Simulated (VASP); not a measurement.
Here is a VASP 6.6.1 calculation.

INCAR

```
SYSTEM = Nb
PREC     = Accurate       ! precision mode
ENCUT    = 400            ! plane-wave cutoff, eV
EDIFF    = 1E-6           ! SCF threshold, eV
ISMEAR   = -1             ! smearing method
SIGMA    = 0.1            ! smearing width, eV
LREAL    = .False.        ! projectors in reciprocal space
LASPH    = .True.         ! aspherical terms in the spheres
NELM     = 120            ! most SCF steps
ALGO     = Normal         ! electronic algorithm
ISIF     = 2              ! what is computed and relaxed
LWAVE    = .False.        ! write WAVECAR
LCHARG   = .False.        ! write CHGCAR
GGA      = PS             ! functional
NBANDS   = 54             ! bands
GGA_COMPAT= .False.
```

KPOINTS

```
regular mesh
0
Gamma
  2 2 2
  0 0 0
```

File POSCAR:

```
Nb
1.0
   -3.3279000000      3.3279000000      3.3279000000
    3.3279000000     -3.3279000000      3.3279000000
    3.3279000000      3.3279000000     -3.3279000000
Nb
7
Direct
    0.0000000000      0.0000000000      0.5248724421
    0.0000000000      0.4639526428     -0.0367204543
    0.0000000000      0.4805003155      0.4682472430
    0.4639526428      0.0000000000     -0.0367204543
    0.4805003155      0.0000000000      0.4682472430
    0.5194996845      0.5194996845     -0.0122530725
    0.5360473572      0.5360473572      0.4993269029
```

Potentials or basis: VASP PAW PBE potentials, release 64 (Nb_sv).

Launch:

```console
$ cat potpaw_PBE.64/Nb_sv/POTCAR > POTCAR
$ mpirun -np 1 vasp_std > vasp.out
```

Estimate the pressure.

-12.0 GPa.

Predict the band gap on the k mesh.

zero (an odd number of electrons rules out a gap without spin polarisation).

Predict the largest force.

0.078 eV/Å.

Stress tensor (GPa, compression positive):
```
-12.05   1.26  -1.26
  1.26 -12.05  -1.26
 -1.26  -1.26 -12.05
```

Caveat: the k points lie up to 0.67 Å⁻¹ apart, too coarse for converged energies and pressures of a metal; the PAW data sets were made with another functional, which shifts forces and pressure a little.
